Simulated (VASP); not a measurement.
# TiAl (P-6m2) in VASP: settings compared

The runs below take TiAl through single point, relaxation of cell and atoms, with PBEsol, PBEsol+D3(BJ).

All numbers are computed with VASP 6.6.1; they aren't measurements. Logs are shortened: lines on timing, memory, paths and dates and some standing lists are left out, and cuts for length are marked.

## (1) The cell of the first run

Symmetry: P-6m2, No. 187, hexagonal system. Conventional cell: a = 2.851 Å, b = 2.851 Å, c = 4.613 Å, α = 90.00°, β = 90.00°, γ = 120.00°. Ti (site symmetry -6m2) has 6 Al at 2.83 Å and 6 Ti at 2.85 Å within 3.7 Å. Within 3.7 Å of Al (site symmetry -6m2) lie 6 Ti at 2.83 Å and 6 Al at 2.85 Å.

## (2) Single point, PBEsol

File INCAR:

```
SYSTEM = TiAl
  PREC = Accurate
  ENCUT = 520
  EDIFF = 1E-6
  ISMEAR = -1
  SIGMA = 0.05
  LREAL = .False.
  LASPH = .True.
  NELM = 80
  ALGO = Fast
  ISIF = 2
  LWAVE = .False.
  LCHARG = .True.
  GGA = PS
  LELF = .True.
  LVHAR = .True.
  NBANDS = 14
```

File KPOINTS:

```
regular mesh
0
Gamma
  11 11 6
  0 0 0
```

File POSCAR:

```
TiAl
1.0
    2.8508464083      0.0000000000      0.0000000000
   -1.4254232041      2.4689054119      0.0000000000
    0.0000000000      0.0000000000      4.6125316215
Ti Al
1 1
Direct
    0.0000000000      0.0000000000      0.0000000000
    0.3333333333      0.6666666667      0.5000000000
```

Potentials or basis: VASP PAW PBE potentials, release 64 (Ti_sv, Al).

The run is started by

```console
cat potpaw_PBE.64/Ti_sv/POTCAR potpaw_PBE.64/Al/POTCAR > POTCAR
mpirun -np 1 vasp_std > vasp.out
```

OUTCAR:

```text
SYSTEM = TiAl
   PREC = Accurate
   ENCUT = 520
   EDIFF = 1E-6
   ISMEAR = -1
   LREAL = .False.
   LASPH = .True.
   NELM = 80
   ISIF = 2
   GGA = PS

 ion  position               nearest neighbor table
   1  0.000  0.000  0.000-   2 2.83   2 2.83   2 2.83   2 2.83   2 2.83   2 2.83
   2  0.333  0.667  0.500-   1 2.83   1 2.83   1 2.83   1 2.83   1 2.83   1 2.83

  LATTYP: Found a hexagonal cell.
 ALAT       =     2.8508464083
 C/A-ratio  =     1.6179516399

  Lattice vectors:

 A1 = (   2.8508464083,   0.0000000000,   0.0000000000)
 A2 = (  -1.4254232041,   2.4689054119,   0.0000000000)
 A3 = (   0.0000000000,   0.0000000000,   4.6125316215)

Analysis of symmetry for initial positions (statically):
=====================================================================
 Subroutine PRICEL returns:
 Original cell was already a primitive cell.

 Routine SETGRP: Setting up the symmetry group for a
 hexagonal supercell.

 Subroutine GETGRP returns: Found 12 space group operations
 (whereof 12 operations were pure point group operations)
 out of a pool of 24 trial point group operations.

The static configuration has the point symmetry D_3h.

Analysis of symmetry for dynamics (positions and initial velocities):
=====================================================================
 Subroutine PRICEL returns:
 Original cell was already a primitive cell.

 Routine SETGRP: Setting up the symmetry group for a
 hexagonal supercell.

 Subroutine GETGRP returns: Found 12 space group operations
 (whereof 12 operations were pure point group operations)
 out of a pool of 24 trial point group operations.

The dynamic configuration has the point symmetry D_3h.

 Subroutine INISYM returns: Found 12 space group operations
 (whereof 12 operations are pure point group operations),
 and found     1 'primitive' translations

----------------------------------------------------------------------------------------

                                     Primitive cell

  volume of cell :      32.4652

  direct lattice vectors                    reciprocal lattice vectors
     2.850846408  0.000000000  0.000000000     0.350773019  0.202518897  0.000000000
    -1.425423204  2.468905412  0.000000000     0.000000000  0.405037793  0.000000000
     0.000000000  0.000000000  4.612531621     0.000000000  0.000000000  0.216800682

  length of vectors
     2.850846408  2.850846408  4.612531621     0.405037793  0.405037793  0.216800682

  position of ions in fractional coordinates (direct lattice)
     0.000000000  0.000000000  0.000000000
     0.333333333  0.666666667  0.500000000

  ion indices of the primitive-cell ions
   primitive index   ion index
                 1           1
                 2           2

----------------------------------------------------------------------------------------

 KPOINTS: regular mesh

Automatic generation of k-mesh.
 Grid dimensions read from file:
 generate k-points for:   11   11    6

 Generating k-lattice:

  Cartesian coordinates                     Fractional coordinates (reciprocal lattice)
     0.031888456  0.018410809  0.000000000     0.090909091 -0.000000000  0.000000000
     0.000000000  0.036821618  0.000000000     0.000000000  0.090909091  0.000000000
     0.000000000  0.000000000  0.036133447     0.000000000  0.000000000  0.166666667

  Length of vectors
     0.036821618  0.036821618  0.036133447

  Shift w.r.t. Gamma in fractional coordinates (k-lattice)
     0.000000000  0.000000000  0.000000000

 Subroutine IBZKPT returns following result:
 ===========================================

 Found     64 irreducible k-points:

 Following reciprocal coordinates:
            Coordinates               Weight
  0.000000  0.000000  0.000000      1.000000
  0.090909  0.000000  0.000000      6.000000
  0.181818  0.000000  0.000000      6.000000
  0.272727  0.000000  0.000000      6.000000
  0.363636  0.000000  0.000000      6.000000
  0.454545  0.000000  0.000000      6.000000
[... 16 lines left out ...]
  0.090909  0.090909  0.166667     12.000000
  0.181818  0.090909  0.166667     24.000000
 [... further k-points ...]
   k-points           NKPTS =     64   k-points in BZ     NKDIM =     64   number of bands    NBANDS=     14
   number of dos      NEDOS =    301   number of ions     NIONS =      2
   total plane-waves  NPLWV =  20736
   dimension x,y,z NGX =    24 NGY =   24 NGZ =   36
   dimension x,y,z NGXF=    48 NGYF=   48 NGZF=   72
   ions per type =               1   1
   NGX,Y,Z   is equivalent  to a cutoff of  14.00, 14.00, 12.98 a.u.
   NGXF,Y,Z  is equivalent  to a cutoff of  27.99, 27.99, 25.95 a.u.
 SYSTEM =  TiAl
   PREC   = accura    normal or accurate (medium, high low for compatibility)
   ISTART =      0    job   : 0-new  1-cont  2-samecut
   ICHARG =      2    charge: 1-file 2-atom 10-const
   ISPIN  =      1    spin polarized calculation?
   LNONCOLLINEAR =      F non collinear calculations
   LSORBIT =      F    spin-orbit coupling
   LASPH  =      T    aspherical Exc in radial PAW
   ENCUT  =  520.0 eV  38.22 Ry    6.18 a.u.   5.30  5.30  8.58*2*pi/ulx,y,z
   NELM   =     80;   NELMIN=  2; NELMDL= -5     # of ELM steps
   EDIFF  = 0.1E-05   stopping-criterion for ELM
   LREAL  =      F    real-space projection
   EDIFFG = 0.1E-04   stopping-criterion for IOM
   NSW    =      0    number of steps for IOM
   IBRION =     -1    ionic relax: 0-MD 1-quasi-New 2-CG
   NFREE  =      0    steps in history (QN), initial steepest desc. (CG)
   ISIF   =      2    stress and relaxation
   ISYM   =      2    0-nonsym 1-usesym 2-fastsym
   POTIM  = 0.5000    time-step for ionic-motion
   TEBEG  =    0.0;   TEEND  =   0.0 temperature during run
   PSTRESS=    0.0 pullay stress
   NELECT =      15.0000    total number of electrons
   NUPDOWN=      -1.0000    fix difference up-down
   EMIN   =  10.00;   EMAX   =-10.00  energy-range for DOS
   EFERMI =   0.00;   METHOD = LEGACY
   ISMEAR =    -1;   SIGMA  =   0.05  broadening in eV -4-tet -1-fermi 0-gaus
   EFERMI_NEDOS =   21; number of points for ismear=-14 and -15
   IALGO  =     68    algorithm
   IMIX   =      4    mixing-type and parameters
     AMIX     =   0.40;   BMIX     =  1.00
     AMIX_MAG =   1.60;   BMIX_MAG =  1.00
  volume/ion in A,a.u.               =      16.23       109.54
  Fermi-wavevector in a.u.,A,eV,Ry     =   1.265608  2.391653 21.793333  1.601765
  Thomas-Fermi vector in A             =   2.398853
   LORBIT       =      0    0 simple, 1 ext, 2 COOP (PROOUT), +10 PAW based schemes
   GGA     = PS    functional components
   LHFCALC =     F    Hartree Fock is set to
   AEXX    =    0.0000 exact exchange contribution
   IVDW    =     0    specifies the selected vdW correction
   LEPSILON=     F    determine dielectric tensor
   LRPA    =     F    only Hartree local field effects (RPA)
 non-spin polarized calculation
 RMM-DIIS sequential band-by-band and
  energy-cutoff  :      520.00
  volume of cell :       32.47
 maximum number of plane-waves:       886
 NGX is ok and might be reduce to    24
   NGX = 11   NGY = 11   NGZ = 17

 number of electron      15.0000005 magnetization

 Free energy of the ion-electron system (eV)
  ---------------------------------------------------
  ext. energy  EPLUGINS =         0.00000000
  ---------------------------------------------------
  free energy    TOTEN  =       -12.93994032 eV

  energy without entropy =      -12.91633461  energy(sigma->0) =      -12.92813746

 E-fermi :   8.0039     XC(G=0): -11.1426

 val. band max:        7.9978387697   @ k =   0.2727   0.0909   0.0000
 cond. band min:       8.0081723256   @ k =   0.3636   0.2727   0.3333
 fundamental gap:      0.0103335559
 Fermi energy:         8.0038562737

 k-point     1 :       0.0000    0.0000    0.0000
  band No.  band energies     occupation
      1     -48.2176      2.00000
      2     -24.6440      2.00000
      3     -24.2017      2.00000
      4     -24.2017      2.00000
      5      -0.9907      2.00000
      6       5.7215      2.00000
      7       6.2638      2.00000
      8       9.3211      0.00000
      9       9.3211      0.00000
     10      10.8416      0.00000
     11      10.8416      0.00000
     12      12.1501      0.00000
     13      21.0281      0.00000
     14      21.0281      0.00000

 k-point     2 :       0.0909    0.0000    0.0000
  band No.  band energies     occupation
      1     -48.2095      2.00000
      2     -24.6359      2.00000
      3     -24.2522      2.00000
      4     -24.2131      2.00000
      5      -0.7825      2.00000
      6       5.9457      2.00000
      7       6.2796      2.00000
      8       9.1215      0.00000
      9       9.4923      0.00000
     10      10.7829      0.00000
     11      10.8957      0.00000
     12      12.1963      0.00000
     13      18.5651      0.00000
     14      19.6862      0.00000

 k-point     3 :       0.1818    0.0000    0.0000
  band No.  band energies     occupation
      1     -48.1875      2.00000
      2     -24.6143      2.00000
      3     -24.3863      2.00000
      4     -24.2434      2.00000
      5      -0.1676      2.00000
      6       6.3204      2.00000
      7       6.5264      2.00000
      8       8.6570      0.00000
      9       9.9781      0.00000
     10      10.6289      0.00000
     11      11.0724      0.00000
     12      12.3012      0.00000
     13      15.6240      0.00000
     14      18.3229      0.00000

 k-point     4 :       0.2727    0.0000    0.0000
  band No.  band energies     occupation
      1     -48.1586      2.00000
      2     -24.5858      2.00000
      3     -24.5589      2.00000
      4     -24.2830      2.00000
      5       0.8283      2.00000
      6       6.3708      2.00000
      7       7.0345      2.00000
      8       8.2513      0.01408
      9      10.4342      0.00000
     10      10.6899      0.00000
     11      11.3930      0.00000
     12      12.2344      0.00000
     13      13.4731      0.00000
     14      17.2456      0.00000

 k-point     5 :       0.3636    0.0000    0.0000
  band No.  band energies     occupation
      1     -48.1318      2.00000
      2     -24.7148      2.00000
      3     -24.5596      2.00000
      4     -24.3191      2.00000
      5       2.1627      2.00000
      6       6.4149      2.00000
      7       6.8442      2.00000
      8       7.7022      1.99522
      9      10.2619      0.00000
     10      11.4572      0.00000
     11      11.8315      0.00000
[... 276 lines left out ...]
 k-point    22 :       0.4545    0.0000    0.1667
  band No.  band energies     occupation
      1     -48.1158      2.00000
      2     -24.8061      2.00000
      3     -24.5446      2.00000
      4     -24.3404      2.00000
      5       3.8195      2.00000
      6       5.4439      2.00000
      7       6.8234      2.00000
      8       7.2149      2.00000
      9      10.1063      0.00000
     10      10.6835      0.00000
     11      12.0000      0.00000
     12      12.5309      0.00000
     13      14.0306      0.00000
     14      16.3023      0.00000

 k-point    23 :       0.0909    0.0909    0.1667
  band No.  band energies     occupation
      1     -48.1944      2.00000
      2     -24.6223      2.00000
      3     -24.3413      2.00000
      4     -24.2371      2.00000
      5      -0.2060      2.00000
      6       5.1228      2.00000
      7       7.2427      2.00000
      8       8.7842      0.00000
      9       9.8394      0.00000
     10      10.6008      0.00000
     11      10.6227      0.00000
     12      13.2035      0.00000
     13      17.0544      0.00000
     14      17.5305      0.00000

 k-point    24 :       0.1818    0.0909    0.1667
  band No.  band energies     occupation
      1     -48.1689      2.00000
      2     -24.5970      2.00000
      3     -24.4868      2.00000
      4     -24.2799      2.00000
      5       0.5821      2.00000
      6       5.6467      2.00000
      7       7.4749      1.99995
      8       8.3106      0.00432
      9      10.3036      0.00000
     10      10.4549      0.00000
     11      10.5951      0.00000
     12      13.3944      0.00000
     13      14.8066      0.00000
     14      16.2725      0.00000

 [... further k-points ...]
[... 5 lines left out ...]
  --------------------------------------------------------------------------------------
  -------------------------------------------------------------------------------------
  Total       -0.0098737     -0.0098737      0.0088331     -0.0000000      0.0000000     -0.0000000
  in kB       -0.4872757     -0.4872757      0.4359193     -0.0000000      0.0000000     -0.0000000
  external PRESSURE =      -0.1795440 kB  Pullay stress =       0.0000000 kB

 VOLUME and BASIS-vectors are now :
 -----------------------------------------------------------------------------
  energy-cutoff  :      520.00
  volume of cell :       32.47
      direct lattice vectors                 reciprocal lattice vectors
     2.850846408  0.000000000  0.000000000     0.350773019  0.202518897  0.000000000
    -1.425423204  2.468905412  0.000000000     0.000000000  0.405037793  0.000000000
     0.000000000  0.000000000  4.612531621     0.000000000  0.000000000  0.216800682

 POSITION                                       TOTAL-FORCE (eV/Angst)
 -----------------------------------------------------------------------------------
      0.00000      0.00000      0.00000        -0.000000      0.000000      0.000000
     -0.00000      1.64594      2.30627         0.000000     -0.000000      0.000000
 -----------------------------------------------------------------------------------
    total drift:                                0.000000     -0.000000      0.000000

  FREE ENERGIE OF THE ION-ELECTRON SYSTEM (eV)
  ---------------------------------------------------
  free  energy   TOTEN  =       -12.9399403164 eV

  energy  without entropy=      -12.9163346112  energy(sigma->0) =      -12.92813746
```

Run time: 2 min. Hardware: 1 thread of AMD EPYC 7R43 (Zen 3), shared host; peak memory 0.13 GiB.

What came out:

| Item | Value |
| --- | --- |
| Free energy | -12.9399 eV |
| Pressure | 0.0 GPa |

Caveat: the PAW data sets were made with another functional, which shifts forces and pressure a little.

## (3) Single point, PBEsol+D3(BJ)

This run uses another cell than the first one, of 16.65 Å³/atom, 1.026 times its volume.

File INCAR:

```
SYSTEM = TiAl
PREC = Accurate
ENCUT = 520
EDIFF = 1E-6
ISMEAR = -1
SIGMA = 0.05
LREAL = .FALSE.
LASPH = .TRUE.
NELM = 100
ALGO = Fast
ISIF = 2
LWAVE = .FALSE.
LCHARG = .TRUE.
GGA = PS
IVDW = 12
LELF = .TRUE.
LVHAR = .TRUE.
NBANDS = 14
```

File KPOINTS:

```
Automatic mesh
0
G
  11 11 6
  0 0 0
```

File POSCAR:

```
TiAl
1.0
    2.8672622327      0.0000000000      0.0000000000
   -1.4336311163      2.4831219328      0.0000000000
    0.0000000000      0.0000000000      4.6780830000
Ti Al
1 1
Direct
    0.0000000000      0.0000000000      0.0000000000
    0.3333333333      0.6666666667      0.5000000000
```

Potentials or basis: VASP PAW PBE potentials, release 64 (Ti_sv, Al).

The run is started by

```console
cat potpaw_PBE.64/Ti_sv/POTCAR potpaw_PBE.64/Al/POTCAR > POTCAR
mpirun -np 1 vasp_std > vasp.out
```

Run time: 1.8 min. Hardware: 1 thread of AMD EPYC 7R43 (Zen 3), shared host; peak memory 0.14 GiB.

It converged, with:

```yaml
Free_energy: -13.8452 eV
Pressure: -7.3 GPa
Dispersion_energy_per_atom: -0.457 eV
```

Stress tensor (GPa, compression positive):
```
-6.78  0.00  0.00
 0.00 -6.78  0.00
 0.00  0.00 -8.35
```

Levels at points of the mesh, in eV from the Fermi level:
| k point | band 5 | band 6 | band 7 | band 8 | band 9 | band 10 |
| --- | --- | --- | --- | --- | --- | --- |
| (0.00, 0.00, 0.00) | -8.89 | -2.29 | -1.79 | 1.29 | 1.29 | 2.78 |
| (0.00, 0.00, 0.50) | -7.99 | -5.25 | -0.41 | 1.30 | 1.30 | 2.70 |

Caveat: three body term missing; the PAW data sets were made with another functional, which shifts forces and pressure a little; pairwise dispersion overbinds metals, which lowers pressure and volume.

## (4) Relaxation of cell and atoms, PBEsol+D3(BJ)

This run uses another cell than the first one, of 16.65 Å³/atom, 1.026 times its volume.

File INCAR:

```
SYSTEM = TiAl
  PREC = Accurate
  ENCUT = 600
  EDIFF = 1E-7
  ISMEAR = -1
  SIGMA = 0.05
  LREAL = .False.
  LASPH = .True.
  NELM = 60
  ALGO = Fast
  ISIF = 3
  LWAVE = .False.
  LCHARG = .False.
  GGA = PS
  IVDW = 12
  IBRION = 2
  NSW = 60
  EDIFFG = -0.01
```

File KPOINTS:

```
Automatic mesh
0
Gamma
  11 11 6
  0 0 0
```

POSCAR is that of step 3.

The run is started by

```console
cat potpaw_PBE.64/Ti_sv/POTCAR potpaw_PBE.64/Al/POTCAR > POTCAR
mpirun -np 1 vasp_std > vasp.out
```

It took 10 min on 1 thread of AMD EPYC 7R43 (Zen 3), shared host; peak memory 0.17 GiB.

The run converged. Its results:

| Property | Result |
| --- | --- |
| Free energy | -13.8991 eV |
| Relaxed volume | 15.54 Å³/atom |
| Relaxed cell | a = 2.803 Å, b = 2.803 Å, c = 4.569 Å, α = 90.00°, β = 90.00°, γ = 120.00° |
| Space group after relaxing (to 0.05 Å) | P-6m2 (No. 187) |
| Energy gained by relaxing | 26.9 meV/atom |
| Ionic steps | 9 |
| Pressure after relaxing | 0.0 GPa |
| Dispersion energy per atom | -0.490 eV |

The path:
| step | energy change (eV) | largest force (eV/Å) | pressure (GPa) | volume (Å³) |
| --- | --- | --- | --- | --- |
| 1 | 0.0000 | 0.0000 | -7.30 | 33.31 |
| 2 | -0.0303 | 0.0000 | 5.70 | 29.78 |
| 3 | -0.0536 | 0.0000 | -0.02 | 31.11 |
| 4 | -0.0536 | 0.0000 | -0.24 | 31.16 |
| 5 | -0.0537 | 0.0000 | -0.19 | 31.13 |
| 6 | -0.0537 | 0.0000 | -0.17 | 31.12 |
| 7 | -0.0537 | 0.0000 | -0.17 | 31.12 |
| 8 | -0.0538 | 0.0000 | 0.12 | 31.05 |
| 9 | -0.0538 | 0.0000 | 0.04 | 31.08 |

Final structure:
```
CELL_PARAMETERS angstrom
2.80260 0.00000 0.00000
-1.40130 2.42712 0.00000
0.00000 0.00000 4.56899
ATOMIC_POSITIONS crystal
Ti 0.00000 0.00000 0.00000
Al 0.33333 0.66667 0.50000
```

Levels at points of the mesh, in eV from the Fermi level:
```tsv
k point	band 3	band 4	band 5	band 6	band 7	band 8	band 9	band 10	band 11
(0.00, 0.00, 0.00)	-32.05	-32.05	-9.23	-2.37	-1.83	1.37	1.37	3.01	3.01
(0.00, 0.00, 0.50)	-32.05	-32.05	-8.26	-5.42	-0.47	1.39	1.39	2.93	2.93
```

Caveat: the PAW data sets were made with another functional, which shifts forces and pressure a little; pairwise dispersion overbinds metals, which lowers pressure and volume.

(Continued in part 2 of 2.)
